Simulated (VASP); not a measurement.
# ZnH16Cl2O8 in VASP: notebook

The runs below take ZnH16Cl2O8 through single point, with PBE+D3(BJ).

Everything below comes from runs of VASP 6.6.1. Logs are shortened: lines on timing, memory, paths and dates and some standing lists are left out, and cuts for length are marked.

### 1 The cell of the first run

The cell holds a disordered packing, 27 atoms: a = 6.739 Å, b = 6.739 Å, c = 6.739 Å, α = 90.00°, β = 90.00°, γ = 90.00°.

### 2 Single point, PBE+D3(BJ)

The input, INCAR:

```
SYSTEM = ZnH16Cl2O8
ALGO     = Normal         ! electronic algorithm
EDIFF    = 1E-6           ! SCF threshold, eV
ENCUT    = 520            ! plane-wave cutoff, eV
GGA      = PE             ! functional
GGA_COMPAT= .FALSE.      
ISIF     = 2              ! what is computed and relaxed
ISMEAR   = -1             ! smearing method
IVDW     = 12             ! dispersion correction
LASPH    = .TRUE.         ! aspherical terms in the spheres
LCHARG   = .FALSE.        ! write CHGCAR
LREAL    = .FALSE.        ! projectors in reciprocal space
LWAVE    = .FALSE.        ! write WAVECAR
NBANDS   = 64             ! bands
NELM     = 120            ! most SCF steps
PREC     = Accurate       ! precision mode
SIGMA    = 0.02           ! smearing width, eV
```

The input, KPOINTS:

```
k-points
0
G
  1 1 1
  0 0 0
```

The input, POSCAR:

```
ZnH16Cl2O8
1.0
    6.7386640000      0.0000000000      0.0000000000
    0.0000000000      6.7386640000      0.0000000000
    0.0000000000      0.0000000000      6.7386640000
O H Zn Cl
8 16 1 2
Direct
    0.1588445425      0.7098736485      0.4484271660
    0.7277406916      0.1601801188      0.7774686496
    0.1669470388     -0.0074495479      0.8887518357
    0.5841959178      0.3780868136      0.4659232156
    0.4535765546      0.7402060705      0.1456520165
    0.7906611756      0.7146965630      0.7110905070
    0.7070095793      0.4857194245      0.0387168733
    0.2607490149      0.1534725578      0.3365207109
    0.1196676374      0.5731254741      0.4144738482
    0.0867382615      0.7901863040      0.3351702949
    0.7037003180      0.2106352238      0.6399933281
    0.7163734533      0.0204046381      0.7714733959
    0.0800752197      0.1017263956      0.8865258752
    0.2963940627      0.0505293037      0.8986054209
    0.4683420927      0.4350565631      0.5100417531
    0.5956225151      0.4188812501      0.3282698173
    0.5727248012      0.7956918463      0.2013900678
    0.3626831669      0.7035964399      0.2398546656
    0.8789130902      0.7458748500      0.5957709125
    0.7173231964      0.6097202650      0.6609767159
    0.5887368772      0.5917938630      0.0294271980
    0.7007620502      0.3687377795     -0.0476800743
    0.1974278581      0.0837554744      0.2323605985
    0.4007619314      0.1367481744      0.3239514539
   -0.0390136680      0.6965920841      0.9804317295
    0.8542939669     -0.0754452218      0.1967749097
    0.1782697579      0.4895629163     -0.1449100296
```

Potentials or basis: VASP PAW PBE potentials, release 64 (O, H, Zn, Cl).

The run is started by

```sh
$ cat potpaw_PBE.64/O/POTCAR potpaw_PBE.64/H/POTCAR potpaw_PBE.64/Zn/POTCAR potpaw_PBE.64/Cl/POTCAR > POTCAR
$ mpirun -np 1 vasp_gam > vasp.out
```

OUTCAR:

```text
SYSTEM = ZnH16Cl2O8
   EDIFF = 1E-6
   ENCUT = 520
   GGA = PE
   ISIF = 2
   ISMEAR = -1
   IVDW = 12
   LASPH = .TRUE.
   LREAL = .FALSE.
   NELM = 120
   PREC = Accurate
 IVDW          = 12

 ion  position               nearest neighbor table
   1  0.159  0.710  0.448-   9 0.99  10 1.05
   2  0.728  0.160  0.777-  12 0.95  11 1.00
   3  0.167  0.993  0.889-  13 0.94  14 0.96  25 2.51
   4  0.584  0.378  0.466-  15 0.92  16 0.97
   5  0.454  0.740  0.146-  18 0.92  17 0.96
   6  0.791  0.715  0.711-  20 0.93  19 1.00  25 2.15
   7  0.707  0.486  0.039-  22 0.98  21 1.07  25 2.26
   8  0.261  0.153  0.337-  23 0.95  24 0.95
   9  0.120  0.573  0.414-   1 0.99
  10  0.087  0.790  0.335-   1 1.05
  11  0.704  0.211  0.640-   2 1.00
  12  0.716  0.020  0.771-   2 0.95
  13  0.080  0.102  0.887-   3 0.94
  14  0.296  0.051  0.899-   3 0.96
[... 8 lines left out ...]
  23  0.197  0.084  0.232-   8 0.95
  24  0.401  0.137  0.324-   8 0.95
  25  0.961  0.697  0.980-   6 2.15  27 2.19  26 2.24   7 2.26   3 2.51
  26  0.854  0.925  0.197-  25 2.24
  27  0.178  0.490  0.855-  25 2.19

  LATTYP: Found a simple cubic cell.
 ALAT       =     6.7386640000

  Lattice vectors:

 A1 = (   6.7386640000,   0.0000000000,   0.0000000000)
 A2 = (   0.0000000000,   6.7386640000,   0.0000000000)
 A3 = (   0.0000000000,   0.0000000000,   6.7386640000)

Analysis of symmetry for initial positions (statically):
=====================================================================
 Subroutine PRICEL returns:
 Original cell was already a primitive cell.

 Routine SETGRP: Setting up the symmetry group for a
 simple cubic supercell.

 Subroutine GETGRP returns: Found  1 space group operations
 (whereof  1 operations were pure point group operations)
 out of a pool of 48 trial point group operations.

The static configuration has the point symmetry C_1 .

Analysis of symmetry for dynamics (positions and initial velocities):
=====================================================================
 Subroutine PRICEL returns:
 Original cell was already a primitive cell.

 Routine SETGRP: Setting up the symmetry group for a
 simple cubic supercell.

 Subroutine GETGRP returns: Found  1 space group operations
 (whereof  1 operations were pure point group operations)
 out of a pool of 48 trial point group operations.

The dynamic configuration has the point symmetry C_1 .

 Subroutine INISYM returns: Found  1 space group operations
 (whereof  1 operations are pure point group operations),
 and found     1 'primitive' translations

----------------------------------------------------------------------------------------

                                     Primitive cell

  volume of cell :     306.0000

  direct lattice vectors                    reciprocal lattice vectors
     6.738664000  0.000000000  0.000000000     0.148397368  0.000000000  0.000000000
     0.000000000  6.738664000  0.000000000     0.000000000  0.148397368  0.000000000
     0.000000000  0.000000000  6.738664000     0.000000000  0.000000000  0.148397368

  length of vectors
     6.738664000  6.738664000  6.738664000     0.148397368  0.148397368  0.148397368

  position of ions in fractional coordinates (direct lattice)
     0.158844542  0.709873649  0.448427166
     0.727740692  0.160180119  0.777468650
     0.166947039  0.992550452  0.888751836
     0.584195918  0.378086814  0.465923216
     0.453576555  0.740206071  0.145652017
     0.790661176  0.714696563  0.711090507
[... 19 lines left out ...]
     0.854293967  0.924554778  0.196774910
     0.178269758  0.489562916  0.855089970

  ion indices of the primitive-cell ions
   primitive index   ion index
                 1           1
                 2           2
                 3           3
                 4           4
                 5           5
                 6           6
[... 19 lines left out ...]
                26          26
                27          27

----------------------------------------------------------------------------------------

 KPOINTS: k-points

Automatic generation of k-mesh.
 Grid dimensions read from file:
 generate k-points for:    1    1    1

 Generating k-lattice:

  Cartesian coordinates                     Fractional coordinates (reciprocal lattice)
     0.148397368  0.000000000  0.000000000     1.000000000  0.000000000  0.000000000
     0.000000000  0.148397368  0.000000000     0.000000000  1.000000000  0.000000000
     0.000000000  0.000000000  0.148397368     0.000000000  0.000000000  1.000000000

  Length of vectors
     0.148397368  0.148397368  0.148397368

  Shift w.r.t. Gamma in fractional coordinates (k-lattice)
     0.000000000  0.000000000  0.000000000

 Subroutine IBZKPT returns following result:
 ===========================================

 Found      1 irreducible k-points:

 Following reciprocal coordinates:
            Coordinates               Weight
  0.000000  0.000000  0.000000      1.000000
   k-points           NKPTS =      1   k-points in BZ     NKDIM =      1   number of bands    NBANDS=     64
   number of dos      NEDOS =    301   number of ions     NIONS =     27
   total plane-waves  NPLWV = 125000
   dimension x,y,z NGX =    50 NGY =   50 NGZ =   50
   dimension x,y,z NGXF=   100 NGYF=  100 NGZF=  100
   ions per type =               8  16   1   2
   NGX,Y,Z   is equivalent  to a cutoff of  12.34, 12.34, 12.34 a.u.
   NGXF,Y,Z  is equivalent  to a cutoff of  24.67, 24.67, 24.67 a.u.
 SYSTEM =  ZnH16Cl2O8
   PREC   = accura    normal or accurate (medium, high low for compatibility)
   ISTART =      0    job   : 0-new  1-cont  2-samecut
   ICHARG =      2    charge: 1-file 2-atom 10-const
   ISPIN  =      1    spin polarized calculation?
   LNONCOLLINEAR =      F non collinear calculations
   LSORBIT =      F    spin-orbit coupling
   LASPH  =      T    aspherical Exc in radial PAW
   ENCUT  =  520.0 eV  38.22 Ry    6.18 a.u.  12.53 12.53 12.53*2*pi/ulx,y,z
   NELM   =    120;   NELMIN=  2; NELMDL= -5     # of ELM steps
   EDIFF  = 0.1E-05   stopping-criterion for ELM
   LREAL  =      F    real-space projection
   EDIFFG = 0.1E-04   stopping-criterion for IOM
   NSW    =      0    number of steps for IOM
   IBRION =     -1    ionic relax: 0-MD 1-quasi-New 2-CG
   NFREE  =      0    steps in history (QN), initial steepest desc. (CG)
   ISIF   =      2    stress and relaxation
   ISYM   =      2    0-nonsym 1-usesym 2-fastsym
   POTIM  = 0.5000    time-step for ionic-motion
   TEBEG  =    0.0;   TEEND  =   0.0 temperature during run
   PSTRESS=    0.0 pullay stress
   NELECT =      90.0000    total number of electrons
   NUPDOWN=      -1.0000    fix difference up-down
   EMIN   =  10.00;   EMAX   =-10.00  energy-range for DOS
   EFERMI =   0.00;   METHOD = LEGACY
   ISMEAR =    -1;   SIGMA  =   0.02  broadening in eV -4-tet -1-fermi 0-gaus
   EFERMI_NEDOS =   21; number of points for ismear=-14 and -15
   IALGO  =     38    algorithm
   IMIX   =      4    mixing-type and parameters
     AMIX     =   0.40;   BMIX     =  1.00
     AMIX_MAG =   1.60;   BMIX_MAG =  1.00
  volume/ion in A,a.u.               =      11.33        76.48
  Fermi-wavevector in a.u.,A,eV,Ry     =   1.088717  2.057378 16.127064  1.185306
  Thomas-Fermi vector in A             =   2.224905
   LORBIT       =      0    0 simple, 1 ext, 2 COOP (PROOUT), +10 PAW based schemes
   GGA     = PE    functional components
   LHFCALC =     F    Hartree Fock is set to
   AEXX    =    0.0000 exact exchange contribution
   IVDW    =    12    specifies the selected vdW correction
   LEPSILON=     F    determine dielectric tensor
   LRPA    =     F    only Hartree local field effects (RPA)
 non-spin polarized calculation
  energy-cutoff  :      520.00
  volume of cell :      306.00
 maximum number of plane-waves:      4109
 NGX is ok and might be reduce to    50
   NGX = 25   NGY = 25   NGZ = 25

 number of electron      89.9999999 magnetization

 Free energy of the ion-electron system (eV)
  ---------------------------------------------------
  ext. energy  EPLUGINS =         0.00000000
  ---------------------------------------------------
  free energy    TOTEN  =      -122.98734853 eV

  energy without entropy =     -122.98734853  energy(sigma->0) =     -122.98734853

 E-fermi :  -1.9088     XC(G=0):  -7.2959

 val. band max:       -2.4316740729   @ k =   0.0000   0.0000   0.0000
 cond. band min:       1.4325801263   @ k =   0.0000   0.0000   0.0000
 fundamental gap:      3.8642541992
 Fermi energy:        -1.9088097808

 k-point     1 :       0.0000    0.0000    0.0000
  band No.  band energies     occupation
      1     -22.7410      2.00000
      2     -22.4244      2.00000
      3     -22.2124      2.00000
      4     -21.5336      2.00000
      5     -21.3242      2.00000
      6     -21.2739      2.00000
[... 49 lines left out ...]
     56       6.7490      0.00000
     57       6.8015      0.00000
 [bands above 57 left out]

------------------------ aborting loop because EDIFF is reached ----------------------------------------

 Edisp (eV)   -1.39432

 E8    (eV) :    -0.3554

  FORCE on cell =-STRESS in cart. coord.  units (eV):
  Direction    XX          YY          ZZ          XY          YZ          ZX
  --------------------------------------------------------------------------------------
  -------------------------------------------------------------------------------------
  Total       6.88641     4.97362     2.69183     1.73945     0.15295    -0.68644
  in kB      36.05638    26.04123    14.09410     9.10754     0.80081    -3.59412
  external pressure =       25.40 kB  Pullay stress =        0.00 kB

 VOLUME and BASIS-vectors are now :
 -----------------------------------------------------------------------------
  energy-cutoff  :      520.00
  volume of cell :      306.00
      direct lattice vectors                 reciprocal lattice vectors
     6.738664000  0.000000000  0.000000000     0.148397368  0.000000000  0.000000000
     0.000000000  6.738664000  0.000000000     0.000000000  0.148397368  0.000000000
     0.000000000  0.000000000  6.738664000     0.000000000  0.000000000  0.148397368

 POSITION                                       TOTAL-FORCE (eV/Angst)
 -----------------------------------------------------------------------------------
      1.07040      4.78360      3.02180        -1.144314      0.446628     -2.083669
      4.90400      1.07940      5.23910         0.041911      1.814277     -0.553618
      1.12500      6.68846      5.98900         0.327222     -1.528927      0.155014
      3.93670      2.54780      3.13970         2.805782     -0.931102     -0.614481
      3.05650      4.98800      0.98150         1.829554      0.815270     -3.540989
      5.32800      4.81610      4.79180         1.923369      2.934794     -0.327824
[... 19 lines left out ...]
      5.75680      6.23026      1.32600        -0.024627      0.039977      0.013137
      1.20130      3.29900      5.76216         0.139056     -0.201576      0.220376
 -----------------------------------------------------------------------------------
    total drift:                               -0.001628      0.000998     -0.002544

  FREE ENERGIE OF THE ION-ELECTRON SYSTEM (eV)
  ---------------------------------------------------
  free  energy   TOTEN  =      -124.3816695759 eV

  energy  without entropy=     -124.3816695759  energy(sigma->0) =     -124.38166958
```

It took 88 s on 1 thread of Intel Xeon 8259CL, shared host; peak memory 0.35 GiB.

Results:

```yaml
Free_energy: -124.3817 eV
Pressure: 2.5 GPa
Largest_force: 4.068 eV/Å
Dispersion_energy_per_atom: -0.052 eV
```

Forces on the atoms (eV/Å):
```
O   -1.144  0.447 -2.084
O    0.042  1.814 -0.554
O    0.327 -1.529  0.155
O    2.806 -0.931 -0.614
O    1.830  0.815 -3.541
O    1.923  2.935 -0.328
O   -0.520  1.607  0.581
O   -0.383  1.098  1.255
H    0.110  0.099  0.371
H    0.861 -0.841  1.859
H    0.008 -0.209  0.725
H   -0.199 -1.504 -0.056
H   -1.197  1.513 -0.218
H    0.690 -0.019 -0.078
H   -2.998  1.087  1.203
H    0.435  0.042 -0.656
H    0.462  0.624  0.836
H   -2.260 -0.846  2.845
H    0.065  0.009  0.779
H   -1.707 -2.453 -0.712
H    0.775 -1.998  0.257
H   -0.223 -0.140 -0.352
H   -0.467 -0.659 -1.173
H    0.758 -0.181 -0.143
Zn  -0.107 -0.617 -0.592
Cl  -0.025  0.040  0.013
Cl   0.139 -0.202  0.220
```

Stress tensor (GPa, compression positive):
```
 3.61  0.91 -0.36
 0.91  2.60  0.08
-0.36  0.08  1.41
```

Caveat: the k points lie up to 0.93 Å⁻¹ apart, too coarse for converged energies, forces and pressures; the atoms stand as in a frame of molecular dynamics.

[end of part 1 of 2]
